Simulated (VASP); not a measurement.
The system is Li3Dy.

```
Li Dy
1.0
     4.43414    0.00000    0.00000
     0.00000    4.43414    0.00000
     0.00000    0.00000    3.11624
Li Dy
3 1
Direct
  0.50000 0.50000 0.00000
  0.50000 0.00000 0.50000
  0.00000 0.50000 0.50000
  0.00000 0.00000 0.00000
```

The cell was generated, and may not be a known phase.

- Program: VASP 6.6.1
- Task: relaxation of cell and atoms
- Functional: PBE
- Potentials or basis: VASP PAW PBE potentials, release 64 (Li_sv, Dy_3), 4f in core
- Cutoff: 750 eV
- k mesh: 4 × 4 × 6
- Occupations: gaussian, width 0.1 eV
- Spin: no spin polarisation

At the start: pressure 17.8 GPa; volume 15.32 Å³/atom.

Task: Where does the relaxation end?

Result: Over 8 steps the energy falls by 360.9 meV/atom and the volume is 23.78 Å³/atom (+55.2 %); space group P4/mmm (No. 123, to 0.1 Å) before and after.

Step by step:
```
step  energy change (eV)  largest force (eV/Å)  pressure (GPa)  volume (Å³)
   1              0.0000                0.0000           17.77        61.27
   2             -1.1133                0.0000            5.49        77.59
   3             -1.3683                0.0000            1.15        89.90
   4             -1.3903                0.0000           -0.01        94.81
   5             -1.3906                0.0000           -0.18        95.65
   6             -1.4149                0.0000           -0.13        95.55
   7             -1.4423                0.0000            0.03        95.24
   8             -1.4435                0.0000            0.10        95.12
```

Final structure:
```xyz
4
Lattice="5.3630 0.0000 0.0000 0.0000 5.3630 0.0000 0.0000 0.0000 3.3070" Properties=species:S:1:pos:R:3 pbc="T T T"
Li    2.6815    2.6815    0.0000
Li    2.6815    0.0000    1.6535
Li    0.0000    2.6815    1.6535
Dy    0.0000    0.0000    0.0000
```

Caveat: the volume moved by over 15 % at a fixed basis, so the end points are rough.
